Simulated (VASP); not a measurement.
# Pb (P6_3/mmc) in VASP: notebook

Pb is run at these levels: r2SCAN; tasks: single point.

Program: VASP 6.6.1. These are calculated values, not measurements. Logs are shortened: lines on timing, memory, paths and dates and some standing lists are left out, and cuts for length are marked.

## (1) The cell of the first run

It takes space group P6_3/mmc (No. 194, hexagonal). Conventional cell: a = 3.528 Å, b = 3.528 Å, c = 5.440 Å, α = 90.00°, β = 90.00°, γ = 120.00°. Pb (site symmetry -6m2) has 12 Pb at 3.40 to 3.53 Å within 4.5 Å.

## (2) Single point, r2SCAN

POSCAR reads:

```
Pb
1.0
    3.5276778575      0.0000000000      0.0000000000
   -1.7638389287      3.0550586409      0.0000000000
    0.0000000000      0.0000000000      5.4399214648
Pb
2
Direct
    0.3333333333      0.6666666667      0.2500000000
    0.6666666667      0.3333333333      0.7500000000
```

INCAR.step1 reads:

```
ALGO     = Normal         # electronic algorithm
EDIFF    = 1E-4           # SCF threshold, eV
ENCUT    = 520            # plane-wave cutoff, eV
GGA      = PE             # functional
ISMEAR   = 0              # smearing method
LASPH    = T              # aspherical terms in the spheres
LCHARG   = F              # write CHGCAR
LREAL    = F              # projectors in reciprocal space
LWAVE    = T              # write WAVECAR
NBANDS   = 21             # bands
NELM     = 80             # most SCF steps
PREC     = Accurate       # precision mode
SIGMA    = 0.15           # smearing width, eV
```

INCAR.step2 reads:

```
ALGO     = Normal         # electronic algorithm
EDIFF    = 1E-6           # SCF threshold, eV
ENCUT    = 520            # plane-wave cutoff, eV
ISIF     = 2              # what is computed and relaxed
ISMEAR   = 0              # smearing method
ISTART   = 1            
LASPH    = T              # aspherical terms in the spheres
LCHARG   = F              # write CHGCAR
LMIXTAU  = T            
LREAL    = F              # projectors in reciprocal space
LWAVE    = F              # write WAVECAR
METAGGA  = R2SCAN         # meta-GGA
NBANDS   = 21             # bands
NELM     = 80             # most SCF steps
PREC     = Accurate       # precision mode
SIGMA    = 0.15           # smearing width, eV
```

KPOINTS reads:

```
k-points
0
Gamma
  18 18 10
```

Potentials or basis: VASP PAW PBE potentials, release 64 (Pb_d).

Command:

```bash
cat potpaw_PBE.64/Pb_d/POTCAR > POTCAR
cp INCAR.step1 INCAR
mpirun -np 1 vasp_std > vasp.out
cp INCAR.step2 INCAR
mpirun -np 1 vasp_std > vasp.out
```

OUTCAR:

```text
EDIFF = 1E-6
   ENCUT = 520
   ISIF = 2
   ISMEAR = 0
   ISTART = 1
   LASPH = T
   LREAL = F
   METAGGA = R2SCAN
   NELM = 80
   PREC = Accurate

 ion  position               nearest neighbor table
   1  0.333  0.667  0.250-   2 3.40   2 3.40   2 3.40   2 3.40   2 3.40   2 3.40
   2  0.667  0.333  0.750-   1 3.40   1 3.40   1 3.40   1 3.40   1 3.40   1 3.40

  LATTYP: Found a hexagonal cell.
 ALAT       =     3.5276778575
 C/A-ratio  =     1.5420686595

  Lattice vectors:

 A1 = (   3.5276778575,   0.0000000000,   0.0000000000)
 A2 = (  -1.7638389287,   3.0550586409,   0.0000000000)
 A3 = (   0.0000000000,   0.0000000000,   5.4399214648)

Analysis of symmetry for initial positions (statically):
=====================================================================
 Subroutine PRICEL returns:
 Original cell was already a primitive cell.

 Routine SETGRP: Setting up the symmetry group for a
 hexagonal supercell.

 Subroutine GETGRP returns: Found 24 space group operations
 (whereof 12 operations were pure point group operations)
 out of a pool of 24 trial point group operations.

The static configuration has the point symmetry D_3d.
 The point group associated with its full space group is D_6h.

Analysis of symmetry for dynamics (positions and initial velocities):
=====================================================================
 Subroutine PRICEL returns:
 Original cell was already a primitive cell.

 Routine SETGRP: Setting up the symmetry group for a
 hexagonal supercell.

 Subroutine GETGRP returns: Found 24 space group operations
 (whereof 12 operations were pure point group operations)
 out of a pool of 24 trial point group operations.

The dynamic configuration has the point symmetry D_3d.
 The point group associated with its full space group is D_6h.

 Subroutine INISYM returns: Found 24 space group operations
 (whereof 12 operations are pure point group operations),
 and found     1 'primitive' translations

----------------------------------------------------------------------------------------

                                     Primitive cell

  volume of cell :      58.6275

  direct lattice vectors                    reciprocal lattice vectors
     3.527677858  0.000000000  0.000000000     0.283472596  0.163662980  0.000000000
[... 76 lines left out ...]
 SYSTEM =  unknown system
   PREC   = accura    normal or accurate (medium, high low for compatibility)
   ISTART =      1    job   : 0-new  1-cont  2-samecut
   ICHARG =      0    charge: 1-file 2-atom 10-const
   ISPIN  =      1    spin polarized calculation?
   LNONCOLLINEAR =      F non collinear calculations
   LSORBIT =      F    spin-orbit coupling
   LASPH  =      T    aspherical Exc in radial PAW
   ENCUT  =  520.0 eV  38.22 Ry    6.18 a.u.   6.56  6.56 10.11*2*pi/ulx,y,z
   NELM   =     80;   NELMIN=  2; NELMDL=  0     # of ELM steps
   EDIFF  = 0.1E-05   stopping-criterion for ELM
   LREAL  =      F    real-space projection
   EDIFFG = 0.1E-04   stopping-criterion for IOM
   NSW    =      0    number of steps for IOM
   IBRION =     -1    ionic relax: 0-MD 1-quasi-New 2-CG
   NFREE  =      0    steps in history (QN), initial steepest desc. (CG)
   ISIF   =      2    stress and relaxation
   ISYM   =      2    0-nonsym 1-usesym 2-fastsym
   POTIM  = 0.5000    time-step for ionic-motion
   TEBEG  =    0.0;   TEEND  =   0.0 temperature during run
   PSTRESS=    0.0 pullay stress
   NELECT =      28.0000    total number of electrons
   NUPDOWN=      -1.0000    fix difference up-down
   EMIN   =  10.00;   EMAX   =-10.00  energy-range for DOS
   EFERMI =   0.00;   METHOD = LEGACY
   ISMEAR =     0;   SIGMA  =   0.15  broadening in eV -4-tet -1-fermi 0-gaus
   EFERMI_NEDOS =   21; number of points for ismear=-14 and -15
   IALGO  =     38    algorithm
   IMIX   =      4    mixing-type and parameters
     AMIX     =   0.40;   BMIX     =  1.00
     AMIX_MAG =   1.60;   BMIX_MAG =  1.00
  volume/ion in A,a.u.               =      29.31       197.82
  Fermi-wavevector in a.u.,A,eV,Ry     =   1.279658  2.418202 22.279864  1.637524
  Thomas-Fermi vector in A             =   2.412130
   LORBIT       =      0    0 simple, 1 ext, 2 COOP (PROOUT), +10 PAW based schemes
   METAGGA = R2SCAN    functional components
   LHFCALC =     F    Hartree Fock is set to
   AEXX    =    0.0000 exact exchange contribution
   IVDW    =     0    specifies the selected vdW correction
   LEPSILON=     F    determine dielectric tensor
   LRPA    =     F    only Hartree local field effects (RPA)
 non-spin polarized calculation
 Gauss-broadening in eV      SIGMA  =   0.15
  energy-cutoff  :      520.00
  volume of cell :       58.63
 maximum number of plane-waves:      1616
 NGX is ok and might be reduce to    28

 number of electron      27.9999995 magnetization

 Free energy of the ion-electron system (eV)
  ---------------------------------------------------
  ext. energy  EPLUGINS =         0.00000000
  ---------------------------------------------------
  free energy    TOTEN  =      -112.47242888 eV

  energy without entropy =     -112.46048094  energy(sigma->0) =     -112.46645491

 E-fermi :   7.6060     XC(G=0): -11.1095

 val. band max:        7.6058764347   @ k =   0.3889   0.1667   0.4000
 cond. band min:       7.6116448074   @ k =   0.0556   0.0000   0.4000
 fundamental gap:      0.0057683727
 Fermi energy:         7.6059742647

 k-point     1 :       0.0000    0.0000    0.0000
  band No.  band energies     occupation
      1     -10.1922      2.00000
      2     -10.1202      2.00000
      3     -10.1202      2.00000
      4     -10.1082      2.00000
      5     -10.0901      2.00000
      6     -10.0901      2.00000
[... 565 lines left out ...]
     20      15.4618      0.00000
     21      20.2590      0.00000

 [... further k-points ...]
[... 5 lines left out ...]
  --------------------------------------------------------------------------------------
  -------------------------------------------------------------------------------------
  Total        0.7139075      0.7139075      1.7972779      0.0000000     -0.0000000      0.0000000
  in kB       19.5097388     19.5097388     49.1161944      0.0000000     -0.0000000      0.0000000
  external PRESSURE =      29.3785573 kB  Pullay stress =       0.0000000 kB

 VOLUME and BASIS-vectors are now :
 -----------------------------------------------------------------------------
  energy-cutoff  :      520.00
  volume of cell :       58.63
      direct lattice vectors                 reciprocal lattice vectors
     3.527677858  0.000000000  0.000000000     0.283472596  0.163662980  0.000000000
    -1.763838929  3.055058641  0.000000000     0.000000000  0.327325959  0.000000000
     0.000000000  0.000000000  5.439921465     0.000000000  0.000000000  0.183826183

 POSITION                                       TOTAL-FORCE (eV/Angst)
 -----------------------------------------------------------------------------------
     -0.00000      2.03671      1.35998         0.000000     -0.000000      0.000000
      1.76384      1.01835      4.07994        -0.000000      0.000000      0.000000
 -----------------------------------------------------------------------------------
    total drift:                               -0.000000      0.000000     -0.000000

  FREE ENERGIE OF THE ION-ELECTRON SYSTEM (eV)
  ---------------------------------------------------
  free  energy   TOTEN  =      -112.4724288804 eV

  energy  without entropy=     -112.4604809380  energy(sigma->0) =     -112.46645491
```

OUTCAR.step1:

```text
EDIFF = 1E-4
   ENCUT = 520
   GGA = PE
   ISMEAR = 0
   LASPH = T
[... 800 lines left out ...]
 -----------------------------------------------------------------------------------
     -0.00000      2.03671      1.35998        -0.000000      0.000000      0.000000
      1.76384      1.01835      4.07994         0.000000     -0.000000      0.000000
 -----------------------------------------------------------------------------------
    total drift:                               -0.000000      0.000000     -0.000000

  FREE ENERGIE OF THE ION-ELECTRON SYSTEM (eV)
  ---------------------------------------------------
  free  energy   TOTEN  =        -7.0119889371 eV

  energy  without entropy=       -6.9991742426  energy(sigma->0) =       -7.00558159
```

OSZICAR.step1:

```text
N       E                     dE             d eps       ncg     rms          rms(c)
DAV:   1     0.295521543720E+03    0.29552E+03   -0.14301E+04  9366   0.165E+03
DAV:   2     0.142580846684E+02   -0.28126E+03   -0.27465E+03  9424   0.411E+02
DAV:   3    -0.636670165748E+01   -0.20625E+02   -0.20412E+02 11174   0.137E+02
DAV:   4    -0.700807455914E+01   -0.64137E+00   -0.64109E+00 11169   0.272E+01
DAV:   5    -0.703929133255E+01   -0.31217E-01   -0.31216E-01 12847   0.550E+00    0.807E-01
DAV:   6    -0.701802762584E+01    0.21264E-01   -0.39688E-02 13007   0.267E+00    0.398E-01
DAV:   7    -0.701223208923E+01    0.57955E-02   -0.15147E-02 12951   0.167E+00    0.126E-01
DAV:   8    -0.701199888621E+01    0.23320E-03   -0.11796E-03 12442   0.459E-01    0.151E-02
DAV:   9    -0.701198893708E+01    0.99491E-05   -0.53810E-05  6382   0.122E-01
   1 F= -.70119889E+01 E0= -.70055816E+01  d E =-.128147E-01
```

It took 27 min on 1 thread of Oxide Virtual Turin-like, shared host; peak memory 0.31 GiB.

What came out:

```yaml
Free_energy: -112.4724 eV
Pressure: 2.9 GPa
Band_gap_on_the_k_mesh: zero (band 14 reaches 13.08 eV, above the bottom of band 15 at 5.30 eV)
```

Stress tensor (GPa, compression positive):
```
1.95 0.00 0.00
0.00 1.95 0.00
0.00 0.00 4.91
```

Caveat: the PAW data sets were made with another functional, which shifts forces and pressure a little; spin-orbit coupling is left out, which moves the levels of the heavy elements.

## (3) Single point, r2SCAN

This run uses another cell than the first one, of the same volume but with other edges.

POSCAR reads:

```
Pb
1.0
    3.4238618303      0.0000000000      0.0000000000
   -1.7119309152      2.9651513241      0.0000000000
    0.0000000000      0.0000000000      5.7748140877
Pb
2
Direct
    0.3333333333      0.6666666667      0.2500000000
    0.6666666667      0.3333333333      0.7500000000
```

INCAR.step1 reads:

```
PREC = Accurate
ENCUT = 520
ISMEAR = 0
SIGMA = 0.15
LREAL = False
LASPH = True
NELM = 60
NBANDS = 21
GGA = PE
ALGO = Normal
EDIFF = 1E-4
LWAVE = True
LCHARG = False
```

INCAR.step2 reads:

```
PREC = Accurate
ENCUT = 520
EDIFF = 1E-6
ISMEAR = 0
SIGMA = 0.15
LREAL = False
LASPH = True
NELM = 60
ALGO = Normal
ISIF = 2
LWAVE = False
LCHARG = True
METAGGA = R2SCAN
LMIXTAU = True
LELF = True
LVHAR = True
NBANDS = 21
ISTART = 1
```

KPOINTS reads:

```
Automatic mesh
0
Gamma
  18 18 10
```

Potentials or basis: VASP PAW PBE potentials, release 64 (Pb_d).

Command:

```bash
cat potpaw_PBE.64/Pb_d/POTCAR > POTCAR
cp INCAR.step1 INCAR
mpirun -np 1 vasp_std > vasp.out
cp INCAR.step2 INCAR
mpirun -np 1 vasp_std > vasp.out
```

It took 24 min on 1 thread of Oxide Virtual Turin-like, shared host; peak memory 0.32 GiB.

It converged, with:

| Property | Result |
| --- | --- |
| Free energy | -112.5078 eV |
| Pressure | 2.8 GPa |
| Band gap on the k mesh | zero (band 14 reaches 14.04 eV, above the bottom of band 15 at 5.44 eV) |

Stress tensor (GPa, compression positive):
```
3.04 0.00 0.00
0.00 3.04 0.00
0.00 0.00 2.28
```

Levels at points of the mesh, in eV from the Fermi level:
```tsv
k point	band 10	band 11	band 12	band 13	band 14	band 15	band 16	band 17	band 18	band 19
(0.00, 0.00, 0.00)	-17.44	-12.53	-8.80	-4.60	6.41	6.41	7.50	8.25	8.25	9.95
(0.50, 0.00, 0.00)	-17.39	-8.59	-7.35	-3.22	-1.87	-0.54	1.91	2.46	6.00	6.98
(0.00, 0.00, 0.50)	-17.51	-11.29	-11.29	0.50	0.50	7.28	7.28	7.28	7.28	10.26
(0.50, 0.00, 0.50)	-17.40	-7.77	-7.77	-4.00	-4.00	3.59	3.59	3.85	3.85	7.59
```

Caveat: the PAW data sets were made with another functional, which shifts forces and pressure a little; spin-orbit coupling is left out, which moves the levels of the heavy elements.
